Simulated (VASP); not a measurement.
A run of VASP 6.6.1:

File INCAR:

```
ALGO = Normal
EDIFF = 1E-6
ENCUT = 500
GGA = PE
GGA_COMPAT = False
ISIF = 2
ISMEAR = 0
LASPH = True
LCHARG = False
LREAL = False
LWAVE = False
NBANDS = 16
NELM = 120
PREC = Accurate
SIGMA = 0.02
```

KPOINTS

```
k-points
0
Gamma
  8 8 8
```

The input POSCAR:

```
AgCl
1.0
    0.0000000000      2.8603625844      2.8603625844
    2.8603625844      0.0000000000      2.8603625844
    2.8603625844      2.8603625844      0.0000000000
Ag Cl
1 1
Direct
    0.0000000000      0.0000000000      0.0000000000
    0.5000000000      0.5000000000      0.5000000000
```

Potentials or basis: VASP PAW PBE potentials, release 64 (Ag, Cl).

Launch:

```sh
$ cat potpaw_PBE.64/Ag/POTCAR potpaw_PBE.64/Cl/POTCAR > POTCAR
$ mpirun -np 1 vasp_std > vasp.out
```

Hardware: 1 thread of AMD EPYC 7R13, on a shared host.

Question: How long does it take, and how much memory?

Answer: Run time: 45 s on 1 thread of AMD EPYC 7R13, on a shared host, peak memory 0.14 GiB. Counts: scf iterations 12, k points 29.
